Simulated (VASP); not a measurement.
# RbCl in VASP: a series of runs, part 2 of 2

VASP 6.6.1. The steps go on from the part before.

**3. Single point, PBEsol (volume scaled by 1.040)**

INCAR

```
PREC = Accurate
ENCUT = 500
EDIFF = 1E-6
ISMEAR = 0
SIGMA = 0.05
LREAL = F
LASPH = T
NELM = 120
ALGO = Normal
ISIF = 2
LWAVE = F
LCHARG = F
GGA = PS
NBANDS = 15
GGA_COMPAT = F
```

KPOINTS

```
Automatic mesh
0
Gamma
  8 8 8
```

POSCAR

```
RbCl
1.0
    0.0000000000      3.3145969024      3.3145969024
    3.3145969024      0.0000000000      3.3145969024
    3.3145969024      3.3145969024      0.0000000000
Rb Cl
1 1
Direct
    0.5000000000      0.5000000000      0.5000000000
    0.0000000000      0.0000000000      0.0000000000
```

Potentials or basis: VASP PAW PBE potentials, release 64 (Rb_sv, Cl).

On the command line:

```sh
> cat potpaw_PBE.64/Rb_sv/POTCAR potpaw_PBE.64/Cl/POTCAR > POTCAR
> mpirun -np 1 vasp_std > vasp.out
```

OUTCAR:

```text
PREC = Accurate
   ENCUT = 500
   EDIFF = 1E-6
   ISMEAR = 0
   LREAL = F
   LASPH = T
   NELM = 120
   ISIF = 2
   GGA = PS

 ion  position               nearest neighbor table
   1  0.500  0.500  0.500-   2 3.31   2 3.31   2 3.31   2 3.31   2 3.31   2 3.31
   2  0.000  0.000  0.000-   1 3.31   1 3.31   1 3.31   1 3.31   1 3.31   1 3.31

  LATTYP: Found a face centered cubic cell.
 ALAT       =     6.6291938048

  Lattice vectors:

 A1 = (   0.0000000000,   3.3145969024,   3.3145969024)
 A2 = (   3.3145969024,   0.0000000000,   3.3145969024)
 A3 = (   3.3145969024,   3.3145969024,   0.0000000000)

Analysis of symmetry for initial positions (statically):
=====================================================================
 Subroutine PRICEL returns:
 Original cell was already a primitive cell.

 Routine SETGRP: Setting up the symmetry group for a
 face centered cubic supercell.

 Subroutine GETGRP returns: Found 48 space group operations
 (whereof 48 operations were pure point group operations)
 out of a pool of 48 trial point group operations.

The static configuration has the point symmetry O_h .

Analysis of symmetry for dynamics (positions and initial velocities):
=====================================================================
 Subroutine PRICEL returns:
 Original cell was already a primitive cell.

 Routine SETGRP: Setting up the symmetry group for a
 face centered cubic supercell.

 Subroutine GETGRP returns: Found 48 space group operations
 (whereof 48 operations were pure point group operations)
 out of a pool of 48 trial point group operations.

The dynamic configuration has the point symmetry O_h .

 Subroutine INISYM returns: Found 48 space group operations
 (whereof 48 operations are pure point group operations),
 and found     1 'primitive' translations

----------------------------------------------------------------------------------------

                                     Primitive cell

  volume of cell :      72.8320
[... 119 lines left out ...]
   LRPA    =     F    only Hartree local field effects (RPA)
 non-spin polarized calculation
 Gauss-broadening in eV      SIGMA  =   0.05
  energy-cutoff  :      500.00
  volume of cell :       72.83
 maximum number of plane-waves:      1868
 NGX is ok and might be reduce to    36
   NGX = 17   NGY = 17   NGZ = 17

 number of electron      16.0000002 magnetization

 Free energy of the ion-electron system (eV)
  ---------------------------------------------------
  ext. energy  EPLUGINS =         0.00000000
  ---------------------------------------------------
  free energy    TOTEN  =        -6.89001044 eV

  energy without entropy =       -6.89001044  energy(sigma->0) =       -6.89001044

 E-fermi :  -1.7841     XC(G=0):  -7.4322

 val. band max:       -2.0291749326   @ k =   0.0000   0.0000   0.0000
 cond. band min:       2.7522308652   @ k =   0.0000   0.0000   0.0000
 fundamental gap:      4.7814057978
 Fermi energy:        -1.7840574519

 k-point     1 :       0.0000    0.0000    0.0000
  band No.  band energies     occupation
      1     -25.9584      2.00000
      2     -13.9783      2.00000
      3     -10.0180      2.00000
      4     -10.0180      2.00000
      5     -10.0180      2.00000
      6      -2.0292      2.00000
      7      -2.0292      2.00000
      8      -2.0292      2.00000
      9       2.7522      0.00000
     10       5.8660      0.00000
     11       5.8660      0.00000
     12       5.8660      0.00000
     13       6.8294      0.00000
     14       6.8294      0.00000
[... 401 lines left out ...]
      2     -13.9988      2.00000
      3     -10.1107      2.00000
      4     -10.0993      2.00000
      5     -10.0121      2.00000
      6      -2.6742      2.00000
      7      -2.3193      2.00000
      8      -2.3165      2.00000
      9       5.5194      0.00000
     10       5.6607      0.00000
     11       7.5211      0.00000
     12       7.6906      0.00000
     13       8.5171      0.00000
     14       9.5136      0.00000
     15       9.6169      0.00000

 [... further k-points ...]

------------------------ aborting loop because EDIFF is reached ----------------------------------------

  FORCE on cell =-STRESS in cart. coord.  units (eV):
  Direction    XX          YY          ZZ          XY          YZ          ZX
  --------------------------------------------------------------------------------------
  -------------------------------------------------------------------------------------
  Total       -0.2632441     -0.2632441     -0.2632441     -0.0000000      0.0000000      0.0000000
  in kB       -5.7909131     -5.7909131     -5.7909131     -0.0000000      0.0000000      0.0000000
  external PRESSURE =      -5.7909131 kB  Pullay stress =       0.0000000 kB

 VOLUME and BASIS-vectors are now :
 -----------------------------------------------------------------------------
  energy-cutoff  :      500.00
  volume of cell :       72.83
      direct lattice vectors                 reciprocal lattice vectors
     0.000000000  3.314596902  3.314596902    -0.150847905  0.150847905  0.150847905
     3.314596902  0.000000000  3.314596902     0.150847905 -0.150847905  0.150847905
     3.314596902  3.314596902  0.000000000     0.150847905  0.150847905 -0.150847905

 POSITION                                       TOTAL-FORCE (eV/Angst)
 -----------------------------------------------------------------------------------
      3.31460      3.31460      3.31460        -0.000000      0.000000      0.000000
      0.00000      0.00000      0.00000         0.000000     -0.000000     -0.000000
 -----------------------------------------------------------------------------------
    total drift:                                0.000000      0.000000      0.000000

  FREE ENERGIE OF THE ION-ELECTRON SYSTEM (eV)
  ---------------------------------------------------
  free  energy   TOTEN  =        -6.8900104389 eV

  energy  without entropy=       -6.8900104389  energy(sigma->0) =       -6.89001044
```

OSZICAR:

```text
N       E                     dE             d eps       ncg     rms          rms(c)
DAV:   1     0.773923315023E+02    0.77392E+02   -0.63426E+03   870   0.853E+02
DAV:   2    -0.138487112449E+01   -0.78777E+02   -0.72031E+02  1253   0.174E+02
DAV:   3    -0.702418880006E+01   -0.56393E+01   -0.56116E+01  1234   0.444E+01
DAV:   4    -0.720289850856E+01   -0.17871E+00   -0.17867E+00  1296   0.593E+00
DAV:   5    -0.720543169986E+01   -0.25332E-02   -0.25331E-02  1207   0.636E-01    0.288E+00
DAV:   6    -0.689601683054E+01    0.30941E+00   -0.42447E-01  1101   0.323E+00    0.215E+00
DAV:   7    -0.687599490065E+01    0.20022E-01   -0.93998E-02  1164   0.167E+00    0.128E+00
DAV:   8    -0.688829320979E+01   -0.12298E-01   -0.15859E-02  1138   0.771E-01    0.169E-01
DAV:   9    -0.688939507788E+01   -0.11019E-02   -0.14534E-03  1157   0.198E-01    0.869E-02
DAV:  10    -0.688997848531E+01   -0.58341E-03   -0.53459E-04   940   0.135E-01    0.149E-02
DAV:  11    -0.689000435476E+01   -0.25869E-04   -0.35450E-05  1115   0.364E-02    0.154E-02
DAV:  12    -0.689001062828E+01   -0.62735E-05   -0.23384E-05   947   0.241E-02    0.496E-03
DAV:  13    -0.689001043891E+01    0.18937E-06   -0.50236E-07   960   0.467E-03
   1 F= -.68900104E+01 E0= -.68900104E+01  d E =-.618869E-14
```

It took 11 s on 1 thread of Intel Xeon 6975P-C (Granite Rapids), shared host; peak memory 0.21 GiB.

Results:

| Item | Value |
| --- | --- |
| Free energy | -6.8900 eV |
| Pressure | -0.6 GPa |
| Band gap on the k mesh | 4.78 eV, direct |

Caveat: the cell differs from its parent crystal (volume scaled by 1.040); the PAW data sets were made with another functional, which shifts forces and pressure a little. A k mesh can miss the band edges.

**4. Single point, PBEsol**

This run uses another cell than the first one, of 35.01 Å³/atom, 0.980 times its volume.

INCAR

```
PREC = Accurate
ENCUT = 500
EDIFF = 1E-6
ISMEAR = 0
SIGMA = 0.05
LREAL = False
LASPH = True
NELM = 120
ALGO = Normal
ISIF = 2
LWAVE = False
LCHARG = False
GGA = PS
NBANDS = 15
GGA_COMPAT = False
```

KPOINTS is that of step 3.

POSCAR

```
RbCl
1.0
    0.0163577266      3.2715453165      3.2715453165
    3.2715453165      0.0163577266      3.2715453165
    3.2879030431      3.2879030431      0.0000000000
Rb Cl
1 1
Direct
    0.5000000000      0.5000000000      0.5000000000
    0.0000000000      0.0000000000      0.0000000000
```

On the command line:

```sh
> cat potpaw_PBE.64/Rb_sv/POTCAR potpaw_PBE.64/Cl/POTCAR > POTCAR
> mpirun -np 1 vasp_std > vasp.out
```

It took 30 s on 1 thread of Intel Xeon 6975P-C (Granite Rapids), shared host; peak memory 0.25 GiB.

It converged, with:

| Property | Result |
| --- | --- |
| Free energy | -6.8944 eV |
| Pressure | 0.0 GPa |
| Band gap on the k mesh | 4.89 eV, direct |

Stress tensor (GPa, compression positive):
```
 0.01 -0.05  0.00
-0.05  0.01  0.00
 0.00  0.00  0.01
```

Levels at points of the mesh, in eV from the valence-band top:
```
           k point  band 6  band 7  band 8  band 9  band 10  band 11
(0.00, 0.00, 0.00)   -0.01   -0.01    0.00    4.89     7.86     7.91
(0.50, 0.00, 0.00)   -0.92   -0.38   -0.37    7.65     7.94    10.12
(0.50, 0.50, 0.00)   -0.33   -0.12   -0.10    6.06     8.01     9.65
(0.00, 0.00, 0.50)   -0.92   -0.37   -0.36    7.64     7.91    10.10
(0.50, 0.00, 0.50)   -0.33   -0.11   -0.11    6.06     8.01     9.65
```

Caveat: the PAW data sets were made with another functional, which shifts forces and pressure a little. A k mesh can miss the band edges.

**5. Summary**

| cell | gap on the mesh (eV) | pressure (GPa) |
| --- | --- | --- |
| a = 4.657 Å, angles 60.0°, 2 atoms | 4.84 | -0.3 |
| a = 4.688 Å, angles 60.0°, 2 atoms | 4.78 | -0.6 |
| a = 4.627, b = 4.627, c = 4.650 Å, angles 59.8, 59.8, 59.7°, 2 atoms | 4.89 | 0.0 |

Alike in all rows: task single point; level PBEsol; potentials or basis VASP PAW PBE potentials, release 64 (Rb_sv, Cl); no spin polarisation; k mesh 8 × 8 × 8; cutoff (eV) 500; smearing gaussian 0.05 eV.

Caveats: the PAW data sets were made with another functional, which shifts forces and pressure a little.

Absolute energies hang on the potentials; compare differences alone.
